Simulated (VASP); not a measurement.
# C in VASP: further runs

Runs on C. Level: PBE. Tasks: single point.

All numbers are computed with VASP 6.6.1; they aren't measurements. Logs are shortened: lines on timing, memory, paths and dates and some standing lists are left out, and cuts for length are marked.

## (1) The cell of the first run

The cell holds a slab with vacuum, 2 atoms: a = 2.294 Å, b = 2.294 Å, c = 8.098 Å, α = 90.00°, β = 90.00°, γ = 120.00°.

## (2) Single point, PBE

INCAR

```
  ALGO = Normal
  EDIFF = 1E-6
  ENCUT = 520
  GGA = PE
  ISIF = 2
  ISMEAR = 0
  LASPH = T
  LCHARG = F
  LREAL = F
  LWAVE = F
  NBANDS = 11
  NELM = 60
  PREC = Accurate
  SIGMA = 0.15
```

KPOINTS

```
k-points
0
Gamma
  21 21 6
```

POSCAR

```
C
1.0
    2.2938000000      0.0000000000      0.0000000000
   -1.1469000000      1.9864890712      0.0000000000
    0.0000000000      0.0000000000      8.0977000000
C
2
Direct
    0.3333333333      0.6666666667      0.0000000000
    0.6666666667      0.3333333333      0.0000000000
```

Potentials or basis: VASP PAW PBE potentials, release 64 (C).

On the command line:

```sh
cat potpaw_PBE.64/C/POTCAR > POTCAR
mpirun -np 1 vasp_std > vasp.out
```

OUTCAR:

```text
EDIFF = 1E-6
   ENCUT = 520
   GGA = PE
   ISIF = 2
   ISMEAR = 0
   LASPH = T
   LREAL = F
   NELM = 60
   PREC = Accurate

 ion  position               nearest neighbor table
   1  0.333  0.667  0.000-   2 1.32   2 1.32   2 1.32
   2  0.667  0.333  0.000-   1 1.32   1 1.32   1 1.32

  LATTYP: Found a hexagonal cell.
 ALAT       =     2.2938000000
 C/A-ratio  =     3.5302554713

  Lattice vectors:

 A1 = (   2.2938000000,   0.0000000000,   0.0000000000)
 A2 = (  -1.1469000000,   1.9864890712,   0.0000000000)
 A3 = (   0.0000000000,   0.0000000000,   8.0977000000)

Analysis of symmetry for initial positions (statically):
=====================================================================
 Subroutine PRICEL returns:
 Original cell was already a primitive cell.

 Routine SETGRP: Setting up the symmetry group for a
 hexagonal supercell.

 Subroutine GETGRP returns: Found 24 space group operations
 (whereof 24 operations were pure point group operations)
 out of a pool of 24 trial point group operations.

The static configuration has the point symmetry D_6h.

Analysis of symmetry for dynamics (positions and initial velocities):
=====================================================================
 Subroutine PRICEL returns:
 Original cell was already a primitive cell.

 Routine SETGRP: Setting up the symmetry group for a
 hexagonal supercell.

 Subroutine GETGRP returns: Found 24 space group operations
 (whereof 24 operations were pure point group operations)
 out of a pool of 24 trial point group operations.

The dynamic configuration has the point symmetry D_6h.

 Subroutine INISYM returns: Found 24 space group operations
 (whereof 24 operations are pure point group operations),
 and found     1 'primitive' translations

----------------------------------------------------------------------------------------

                                     Primitive cell

  volume of cell :      36.8980

  direct lattice vectors                    reciprocal lattice vectors
     2.293800000  0.000000000  0.000000000     0.435957799  0.251700353  0.000000000
    -1.146900000  1.986489071  0.000000000     0.000000000  0.503400706  0.000000000
     0.000000000  0.000000000  8.097700000     0.000000000  0.000000000  0.123491856

  length of vectors
     2.293800000  2.293800000  8.097700000     0.503400706  0.503400706  0.123491856

  position of ions in fractional coordinates (direct lattice)
     0.333333333  0.666666667  0.000000000
     0.666666667  0.333333333  0.000000000

  ion indices of the primitive-cell ions
   primitive index   ion index
                 1           1
                 2           2

----------------------------------------------------------------------------------------

 KPOINTS: k-points

Automatic generation of k-mesh.
 Grid dimensions read from file:
 generate k-points for:   21   21    6

 Generating k-lattice:

  Cartesian coordinates                     Fractional coordinates (reciprocal lattice)
     0.020759895  0.011985731  0.000000000     0.047619048 -0.000000000  0.000000000
     0.000000000  0.023971462  0.000000000     0.000000000  0.047619048  0.000000000
     0.000000000  0.000000000  0.020581976     0.000000000  0.000000000  0.166666667

  Length of vectors
     0.023971462  0.023971462  0.020581976

  Shift w.r.t. Gamma in fractional coordinates (k-lattice)
     0.000000000  0.000000000  0.000000000

 Subroutine IBZKPT returns following result:
 ===========================================

 Found    192 irreducible k-points:

 Following reciprocal coordinates:
            Coordinates               Weight
  0.000000  0.000000  0.000000      1.000000
  0.047619  0.000000  0.000000      6.000000
  0.095238  0.000000  0.000000      6.000000
  0.142857  0.000000  0.000000      6.000000
  0.190476  0.000000  0.000000      6.000000
  0.238095  0.000000  0.000000      6.000000
[... 16 lines left out ...]
  0.142857  0.095238  0.000000     12.000000
  0.190476  0.095238  0.000000     12.000000
 [... further k-points ...]
   k-points           NKPTS =    192   k-points in BZ     NKDIM =    192   number of bands    NBANDS=     11
   number of dos      NEDOS =    301   number of ions     NIONS =      2
   total plane-waves  NPLWV =  19440
   dimension x,y,z NGX =    18 NGY =   18 NGZ =   60
   dimension x,y,z NGXF=    36 NGYF=   36 NGZF=  120
   ions per type =               2
   NGX,Y,Z   is equivalent  to a cutoff of  13.05, 13.05, 12.32 a.u.
   NGXF,Y,Z  is equivalent  to a cutoff of  26.09, 26.09, 24.64 a.u.
 SYSTEM =  unknown system
   PREC   = accura    normal or accurate (medium, high low for compatibility)
   ISTART =      0    job   : 0-new  1-cont  2-samecut
   ICHARG =      2    charge: 1-file 2-atom 10-const
   ISPIN  =      1    spin polarized calculation?
   LNONCOLLINEAR =      F non collinear calculations
   LSORBIT =      F    spin-orbit coupling
   LASPH  =      T    aspherical Exc in radial PAW
   ENCUT  =  520.0 eV  38.22 Ry    6.18 a.u.   4.26  4.26 15.06*2*pi/ulx,y,z
   NELM   =     60;   NELMIN=  2; NELMDL= -5     # of ELM steps
   EDIFF  = 0.1E-05   stopping-criterion for ELM
   LREAL  =      F    real-space projection
   EDIFFG = 0.1E-04   stopping-criterion for IOM
   NSW    =      0    number of steps for IOM
   IBRION =     -1    ionic relax: 0-MD 1-quasi-New 2-CG
   NFREE  =      0    steps in history (QN), initial steepest desc. (CG)
   ISIF   =      2    stress and relaxation
   ISYM   =      2    0-nonsym 1-usesym 2-fastsym
   POTIM  = 0.5000    time-step for ionic-motion
   TEBEG  =    0.0;   TEEND  =   0.0 temperature during run
   PSTRESS=    0.0 pullay stress
   NELECT =       8.0000    total number of electrons
   NUPDOWN=      -1.0000    fix difference up-down
   EMIN   =  10.00;   EMAX   =-10.00  energy-range for DOS
   EFERMI =   0.00;   METHOD = LEGACY
   ISMEAR =     0;   SIGMA  =   0.15  broadening in eV -4-tet -1-fermi 0-gaus
   EFERMI_NEDOS =   21; number of points for ismear=-14 and -15
   IALGO  =     38    algorithm
   IMIX   =      4    mixing-type and parameters
     AMIX     =   0.40;   BMIX     =  1.00
     AMIX_MAG =   1.60;   BMIX_MAG =  1.00
  volume/ion in A,a.u.               =      18.45       124.50
  Fermi-wavevector in a.u.,A,eV,Ry     =   0.983491  1.858528 13.160295  0.967254
  Thomas-Fermi vector in A             =   2.114653
   LORBIT       =      0    0 simple, 1 ext, 2 COOP (PROOUT), +10 PAW based schemes
   GGA     = PE    functional components
   LHFCALC =     F    Hartree Fock is set to
   AEXX    =    0.0000 exact exchange contribution
   IVDW    =     0    specifies the selected vdW correction
   LEPSILON=     F    determine dielectric tensor
   LRPA    =     F    only Hartree local field effects (RPA)
 non-spin polarized calculation
 Gauss-broadening in eV      SIGMA  =   0.15
  energy-cutoff  :      520.00
  volume of cell :       36.90
 maximum number of plane-waves:      1021
 NGX is ok and might be reduce to    18
   NGX =  9   NGY =  9   NGZ = 31

 number of electron       7.9999999 magnetization

 Free energy of the ion-electron system (eV)
  ---------------------------------------------------
  ext. energy  EPLUGINS =         0.00000000
  ---------------------------------------------------
  free energy    TOTEN  =       -17.63406421 eV

  energy without entropy =      -17.63329661  energy(sigma->0) =      -17.63368041

 E-fermi :   0.4369     XC(G=0):  -5.3967

 val. band max:        0.4368775672   @ k =   0.3333   0.3333   0.3333
 cond. band min:       0.4369391995   @ k =   0.3333   0.3333   0.1667
 fundamental gap:      0.0000616323
 Fermi energy:         0.4369109313

 k-point     1 :       0.0000    0.0000    0.0000
  band No.  band energies     occupation
      1     -20.8920      2.00000
      2      -8.7586      2.00000
      3      -2.4512      2.00000
      4      -2.4512      2.00000
      5       2.6528      0.00000
      6       5.2791      0.00000
      7       7.1212      0.00000
      8      10.2753      0.00000
      9      10.2753      0.00000
     10      14.6524      0.00000
     11      14.7498      0.00000

 k-point     2 :       0.0476    0.0000    0.0000
  band No.  band energies     occupation
      1     -20.8314      2.00000
      2      -8.6825      2.00000
      3      -2.6929      2.00000
      4      -2.5971      2.00000
      5       2.7369      0.00000
      6       5.3623      0.00000
      7       7.2000      0.00000
      8      10.3240      0.00000
      9      10.5636      0.00000
     10      14.4937      0.00000
     11      14.7269      0.00000

 k-point     3 :       0.0952    0.0000    0.0000
  band No.  band energies     occupation
      1     -20.6499      2.00000
      2      -8.4547      2.00000
      3      -3.3743      2.00000
      4      -2.9942      2.00000
      5       2.9893      0.00000
      6       5.6113      0.00000
      7       7.4375      0.00000
      8      10.4349      0.00000
      9      11.3852      0.00000
     10      13.7623      0.00000
     11      14.9490      0.00000

 k-point     4 :       0.1429    0.0000    0.0000
  band No.  band energies     occupation
      1     -20.3478      2.00000
      2      -8.0768      2.00000
      3      -4.3908      2.00000
      4      -3.5498      2.00000
      5       3.4103      0.00000
      6       6.0249      0.00000
      7       7.8351      0.00000
      8      10.5391      0.00000
      9      12.6419      0.00000
     10      12.6454      0.00000
     11      15.3139      0.00000

 k-point     5 :       0.1905    0.0000    0.0000
  band No.  band energies     occupation
      1     -19.9263      2.00000
      2      -7.5521      2.00000
      3      -5.6278      2.00000
      4      -4.1701      2.00000
      5       3.9998      0.00000
      6       6.5997      0.00000
      7       8.3905      0.00000
      8      10.5917      0.00000
      9      11.2516      0.00000
     10      14.2274      0.00000
     11      15.8113      0.00000
[... 211 lines left out ...]
 k-point    21 :       0.4762    0.0476    0.0000
  band No.  band energies     occupation
      1     -14.5297      2.00000
      2     -14.2434      2.00000
      3      -6.7725      2.00000
      4      -2.3212      2.00000
      5       2.1807      0.00000
      6      10.3390      0.00000
      7      11.8815      0.00000
      8      12.0140      0.00000
      9      13.9567      0.00000
     10      14.4837      0.00000
     11      16.0386      0.00000

 k-point    22 :       0.0952    0.0952    0.0000
  band No.  band energies     occupation
      1     -20.1670      2.00000
      2      -7.8511      2.00000
      3      -4.7451      2.00000
      4      -4.0698      2.00000
      5       3.6635      0.00000
      6       6.2727      0.00000
      7       8.0795      0.00000
      8      10.9457      0.00000
      9      12.0607      0.00000
     10      12.9030      0.00000
     11      15.5123      0.00000

 k-point    23 :       0.1429    0.0952    0.0000
  band No.  band energies     occupation
      1     -19.7463      2.00000
      2      -7.3283      2.00000
      3      -5.7833      2.00000
      4      -4.8019      2.00000
      5       4.2536      0.00000
      6       6.8471      0.00000
      7       8.6441      0.00000
      8      10.7810      0.00000
      9      11.2476      0.00000
     10      13.9987      0.00000
     11      15.9697      0.00000

 k-point    24 :       0.1905    0.0952    0.0000
  band No.  band energies     occupation
      1     -19.2078      2.00000
      2      -7.0171      2.00000
      3      -6.6646      2.00000
      4      -5.4788      2.00000
      5       5.0116      0.00000
      6       7.5700      0.00000
      7       9.3386      0.00000
      8       9.3649      0.00000
      9      11.4100      0.00000
     10      15.3192      0.00000
     11      16.4898      0.00000

 [... further k-points ...]
[... 5 lines left out ...]
  --------------------------------------------------------------------------------------
  -------------------------------------------------------------------------------------
  Total       11.7481890     11.7481890     -0.0141162      0.0000000      0.0000000      0.0000000
  in kB      510.1267458    510.1267458     -0.6129510      0.0000000      0.0000000      0.0000000
  external PRESSURE =     339.8801802 kB  Pullay stress =       0.0000000 kB

 VOLUME and BASIS-vectors are now :
 -----------------------------------------------------------------------------
  energy-cutoff  :      520.00
  volume of cell :       36.90
      direct lattice vectors                 reciprocal lattice vectors
     2.293800000  0.000000000  0.000000000     0.435957799  0.251700353  0.000000000
    -1.146900000  1.986489071  0.000000000     0.000000000  0.503400706  0.000000000
     0.000000000  0.000000000  8.097700000     0.000000000  0.000000000  0.123491856

 POSITION                                       TOTAL-FORCE (eV/Angst)
 -----------------------------------------------------------------------------------
     -0.00000      1.32433      0.00000         0.000000     -0.000000      0.000000
      1.14690      0.66216      0.00000        -0.000000      0.000000     -0.000000
 -----------------------------------------------------------------------------------
    total drift:                                0.000000     -0.000000      0.000000

  FREE ENERGIE OF THE ION-ELECTRON SYSTEM (eV)
  ---------------------------------------------------
  free  energy   TOTEN  =       -17.6340642114 eV

  energy  without entropy=      -17.6332966066  energy(sigma->0) =      -17.63368041
```

It took 28 s on 1 thread of Intel Xeon 6975P-C (Granite Rapids), shared host; peak memory 0.19 GiB.

Results:

```yaml
Free_energy: -17.6341 eV
Band_gap_on_the_k_mesh: zero (filled and empty bands touch)
```

## (3) Single point, PBE

This run uses another cell than the first one, of 18.64 Å³/atom, 1.010 times its volume.

INCAR is that of step 2.

KPOINTS is that of step 2.

POSCAR

```
C
1.0
    2.3431000000      0.0000000000      0.0000000000
   -1.1715500000      2.0291841236      0.0000000000
    0.0000000000      0.0000000000      7.8420000000
C
2
Direct
    0.3333333333      0.6666666667      0.0000000000
    0.6666666667      0.3333333333      0.0000000000
```

Potentials or basis: VASP PAW PBE potentials, release 64 (C).

On the command line:

```sh
cat potpaw_PBE.64/C/POTCAR > POTCAR
mpirun -np 1 vasp_std > vasp.out
```

It took 28 s on 1 thread of Intel Xeon 6975P-C (Granite Rapids), shared host; peak memory 0.19 GiB.

It converged, with:

- Free energy: -18.0524 eV
- Pressure: 22.8 GPa
- Band gap on the k mesh: zero (filled and empty bands touch)

Stress tensor (GPa, compression positive):
```
34.18  0.00  0.00
 0.00 34.18  0.00
 0.00  0.00 -0.06
```

Levels at points of the mesh, in eV from the Fermi level:
| k point | band 2 | band 3 | band 4 | band 5 | band 6 | band 7 |
| --- | --- | --- | --- | --- | --- | --- |
| (0.00, 0.00, 0.00) | -8.71 | -2.95 | -2.95 | 2.41 | 5.27 | 7.24 |
| (0.00, 0.00, 0.50) | -8.71 | -2.95 | -2.95 | 3.27 | 3.42 | 9.36 |
